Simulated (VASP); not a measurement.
# W5F in VASP: single point with PBEsol

Aim: the single point of W5F with PBEsol.

Everything below comes from runs of VASP 6.6.1. Logs are shortened: lines on timing, memory, paths and dates and some standing lists are left out, and cuts for length are marked.

## 1. The cell of the first run

The cell holds a slab with vacuum, 6 atoms: a = 3.154 Å, b = 3.154 Å, c = 25.309 Å, α = 90.00°, β = 90.00°, γ = 90.00°.

## 2. Single point, PBEsol

Contents of INCAR:

```
SYSTEM = W5F
  PREC = Accurate
  ENCUT = 520
  EDIFF = 1E-6
  ISMEAR = 0
  SIGMA = 0.1
  LREAL = .FALSE.
  LASPH = .TRUE.
  NELM = 80
  ALGO = Normal
  ISIF = 2
  LWAVE = .FALSE.
  LCHARG = .TRUE.
  LDIPOL = .TRUE.
  IDIPOL = 3
  DIPOL = 0.5 0.5 0.490
  GGA = PS
  LELF = .TRUE.
  LVHAR = .TRUE.
  LVACPOTAV = .TRUE.
  NBANDS = 48
```

Contents of KPOINTS:

```
regular mesh
0
G
  9 9 1
  0 0 0
```

Contents of POSCAR:

```
W5F
1.0
    3.1543602768      0.0000000000      0.0000000000
    0.0000000000      3.1543602768      0.0000000000
    0.0000000000      0.0000000000     25.3087205537
W F
5 1
Direct
    0.5000000000      0.5000000000      0.3358526158
    0.0000000000      0.0000000000      0.3981702717
    0.5000000000      0.5000000000      0.4591284181
    0.0000000000      0.0000000000      0.5233039978
    0.5000000000      0.5000000000      0.5784891153
    0.5000000000      0.7500000000      0.6463685151
```

Potentials or basis: VASP PAW PBE potentials, release 64 (W_sv, F).

The run is started by

```
cat potpaw_PBE.64/W_sv/POTCAR potpaw_PBE.64/F/POTCAR > POTCAR
mpirun -np 1 vasp_std > vasp.out
```

OUTCAR:

```text
SYSTEM = W5F
   PREC = Accurate
   ENCUT = 520
   EDIFF = 1E-6
   ISMEAR = 0
   LREAL = .FALSE.
   LASPH = .TRUE.
   NELM = 80
   ISIF = 2
   GGA = PS

 ion  position               nearest neighbor table
   1  0.500  0.500  0.336-   2 2.73   2 2.73   2 2.73   2 2.73   3 3.12
   2  0.000  0.000  0.398-   3 2.71   3 2.71   3 2.71   3 2.71   1 2.73   1 2.73   1 2.73   1 2.73
                             4 3.17
   3  0.500  0.500  0.459-   2 2.71   2 2.71   2 2.71   2 2.71   4 2.76   4 2.76   4 2.76   4 2.76
                             5 3.02   1 3.12
   4  0.000  0.000  0.523-   5 2.63   5 2.63   5 2.63   5 2.63   3 2.76   3 2.76   3 2.76   3 2.76
                             2 3.17
   5  0.500  0.500  0.578-   6 1.89   4 2.63   4 2.63   4 2.63   4 2.63   3 3.02
   6  0.500  0.750  0.646-   5 1.89

  LATTYP: Found a simple tetragonal cell.
 ALAT       =     3.1543602768
 C/A-ratio  =     8.0234083405

  Lattice vectors:

 A1 = (   3.1543602768,   0.0000000000,   0.0000000000)
 A2 = (   0.0000000000,   3.1543602768,   0.0000000000)
 A3 = (   0.0000000000,   0.0000000000,  25.3087205537)

Analysis of symmetry for initial positions (statically):
=====================================================================
 Subroutine PRICEL returns:
 Original cell was already a primitive cell.

 Routine SETGRP: Setting up the symmetry group for a
 simple tetragonal supercell.

 Subroutine GETGRP returns: Found  2 space group operations
 (whereof  2 operations were pure point group operations)
 out of a pool of 16 trial point group operations.

The static configuration has the point symmetry C_1h.

Analysis of symmetry for dynamics (positions and initial velocities):
=====================================================================
 Subroutine PRICEL returns:
 Original cell was already a primitive cell.

 Routine SETGRP: Setting up the symmetry group for a
 simple tetragonal supercell.

 Subroutine GETGRP returns: Found  2 space group operations
 (whereof  2 operations were pure point group operations)
 out of a pool of 16 trial point group operations.

The dynamic configuration has the point symmetry C_1h.

 Subroutine INISYM returns: Found  2 space group operations
 (whereof  2 operations are pure point group operations),
 and found     1 'primitive' translations

----------------------------------------------------------------------------------------

                                     Primitive cell

[... 98 lines left out ...]
   LREAL  =      F    real-space projection
   EDIFFG = 0.1E-04   stopping-criterion for IOM
   NSW    =      0    number of steps for IOM
   IBRION =     -1    ionic relax: 0-MD 1-quasi-New 2-CG
   NFREE  =      0    steps in history (QN), initial steepest desc. (CG)
   ISIF   =      2    stress and relaxation
   ISYM   =      2    0-nonsym 1-usesym 2-fastsym
   POTIM  = 0.5000    time-step for ionic-motion
   TEBEG  =    0.0;   TEEND  =   0.0 temperature during run
   PSTRESS=    0.0 pullay stress
   NELECT =      77.0000    total number of electrons
   NUPDOWN=      -1.0000    fix difference up-down
   EMIN   =  10.00;   EMAX   =-10.00  energy-range for DOS
   EFERMI =   0.00;   METHOD = LEGACY
   ISMEAR =     0;   SIGMA  =   0.10  broadening in eV -4-tet -1-fermi 0-gaus
   EFERMI_NEDOS =   21; number of points for ismear=-14 and -15
   IALGO  =     38    algorithm
   IMIX   =      4    mixing-type and parameters
     AMIX     =   0.40;   BMIX     =  1.00
     AMIX_MAG =   1.60;   BMIX_MAG =  1.00
  volume/ion in A,a.u.               =      41.97       283.23
  Fermi-wavevector in a.u.,A,eV,Ry     =   1.102912  2.084201 16.550325  1.216415
  Thomas-Fermi vector in A             =   2.239362
   LORBIT       =      0    0 simple, 1 ext, 2 COOP (PROOUT), +10 PAW based schemes
   GGA     = PS    functional components
   LHFCALC =     F    Hartree Fock is set to
   AEXX    =    0.0000 exact exchange contribution
   IVDW    =     0    specifies the selected vdW correction
   LEPSILON=     F    determine dielectric tensor
   LRPA    =     F    only Hartree local field effects (RPA)
 non-spin polarized calculation
 Gauss-broadening in eV      SIGMA  =   0.10
  energy-cutoff  :      520.00
  volume of cell :      251.82
 maximum number of plane-waves:      6860
   NGX = 11   NGY = 11   NGZ = 95

 dipolmoment           0.000000      0.000000     -0.097120 electrons x Angstroem

 number of electron      76.9999996 magnetization

 dipolmoment           0.000000      0.000000      0.110477 electrons x Angstroem

 Free energy of the ion-electron system (eV)
  ---------------------------------------------------
  ext. energy  EPLUGINS =         0.00000000
  ---------------------------------------------------
  free energy    TOTEN  =       -69.65624244 eV

  energy without entropy =      -69.62346729  energy(sigma->0) =      -69.63985486

 E-fermi :   0.1456     XC(G=0):  -5.5111

 val. band max:        0.1449523498   @ k =   0.0000   0.4444   0.0000
 cond. band min:       0.1473348747   @ k =   0.3333   0.1111   0.0000
 fundamental gap:      0.0023825249
 Fermi energy:         0.1455969236

 k-point     1 :       0.0000    0.0000    0.0000
  band No.  band energies     occupation
      1     -74.2449      2.00000
      2     -73.9110      2.00000
      3     -73.8717      2.00000
      4     -73.6382      2.00000
      5     -73.5065      2.00000
      6     -38.8198      2.00000
[... 1213 lines left out ...]
     47       3.4646      0.00000
     48       3.5798      0.00000

 [... further k-points ...]
[... 5 lines left out ...]
  --------------------------------------------------------------------------------------
  -------------------------------------------------------------------------------------
  Total       -3.5358835     -5.2764532      0.3651727      0.0000000      0.4080493      0.0000000
  in kB      -22.4965408    -33.5706609      2.3233577      0.0000000      2.5961538      0.0000000
  external PRESSURE =     -17.9146147 kB  Pullay stress =       0.0000000 kB

 VOLUME and BASIS-vectors are now :
 -----------------------------------------------------------------------------
  energy-cutoff  :      520.00
  volume of cell :      251.82
      direct lattice vectors                 reciprocal lattice vectors
     3.154360277  0.000000000  0.000000000     0.317021492  0.000000000  0.000000000
     0.000000000  3.154360277  0.000000000     0.000000000  0.317021492  0.000000000
     0.000000000  0.000000000 25.308720554     0.000000000  0.000000000  0.039512072

 POSITION                                       TOTAL-FORCE (eV/Angst)
 -----------------------------------------------------------------------------------
      1.57718      1.57718      8.50000         0.000000      0.002044      1.588305
      0.00000      0.00000     10.07718         0.000000     -0.012765     -1.494931
      1.57718      1.57718     11.61995         0.000000      0.027271     -0.347548
      0.00000      0.00000     13.24415         0.000000     -0.362231     -1.287356
      1.57718      1.57718     14.64082         0.000000      0.381254      1.230124
      1.57718      2.36577     16.35876         0.000000     -0.035573      0.311406
 -----------------------------------------------------------------------------------
    total drift:                                0.000000     -0.000202      0.001363

  FREE ENERGIE OF THE ION-ELECTRON SYSTEM (eV)
  ---------------------------------------------------
  free  energy   TOTEN  =       -69.6562424381 eV

  energy  without entropy=      -69.6234672880  energy(sigma->0) =      -69.63985486

 vacuum level on the upper side and lower side of the slab         6.541         4.532
```

OSZICAR:

```text
N       E                     dE             d eps       ncg     rms          rms(c)
DAV:   1     0.923411082032E+03    0.92341E+03   -0.47664E+04  2968   0.152E+03
DAV:   2    -0.315971959247E+02   -0.95501E+03   -0.93433E+03  2784   0.480E+02
DAV:   3    -0.737096383485E+02   -0.42112E+02   -0.40645E+02  2864   0.103E+02
[... 22 lines left out ...]
DAV:  26    -0.696561953965E+02   -0.35500E-04   -0.10897E-05  2656   0.171E-02    0.138E-02
DAV:  27    -0.696562191303E+02   -0.23734E-04   -0.29808E-05  2408   0.235E-02    0.161E-03
DAV:  28    -0.696562289827E+02   -0.98523E-05   -0.12896E-06  2008   0.558E-03    0.142E-03
DAV:  29    -0.696562420947E+02   -0.13112E-04   -0.21344E-06  1928   0.481E-03    0.260E-03
DAV:  30    -0.696562424381E+02   -0.34339E-06   -0.54156E-07  1808   0.281E-03
   1 F= -.69656242E+02 E0= -.69639855E+02  d E =-.327752E-01
```

stdout:

```text
POSCAR found type information on POSCAR W F
 POSCAR found :  2 types and       6 ions
 scaLAPACK will be used
 -----------------------------------------------------------------------------
|                                                                             |
[... 23 lines left out ...]
|     field-free region was found. Please increase the size of  your cell     |
|     in the dimension of the dipole correction to obtain accurate            |
|     workfunction values.                                                    |
|                                                                             |
 -----------------------------------------------------------------------------
```

Run time: 4.3 min. Hardware: 1 thread of Intel Xeon 6975P-C (Granite Rapids), shared host; peak memory 0.45 GiB.

What came out:

```yaml
Free_energy: -69.6562 eV
Largest_force: 1.588 eV/Å
Band_gap_on_the_k_mesh: zero (an odd number of electrons rules out a gap without spin polarisation)
```

Forces in eV/Å, atoms in the order of the input:
```
W    0.000  0.002  1.588
W    0.000 -0.013 -1.495
W    0.000  0.027 -0.348
W    0.000 -0.362 -1.287
W    0.000  0.381  1.230
F    0.000 -0.036  0.311
```

Levels at points of the mesh, in eV from the Fermi level:
```csv
k point,band 37,band 38,band 39,band 40,band 41,band 42
"(0.00, 0.00, 0.00)",-0.69,-0.29,-0.11,-0.10,0.04,0.09
```

Caveat: the PAW data sets were made with another functional, which shifts forces and pressure a little; spin-orbit coupling is left out, which moves the levels of the heavy elements; an odd number of electrons without spin polarisation forces a metal; a magnetic or distorted state may lie lower.
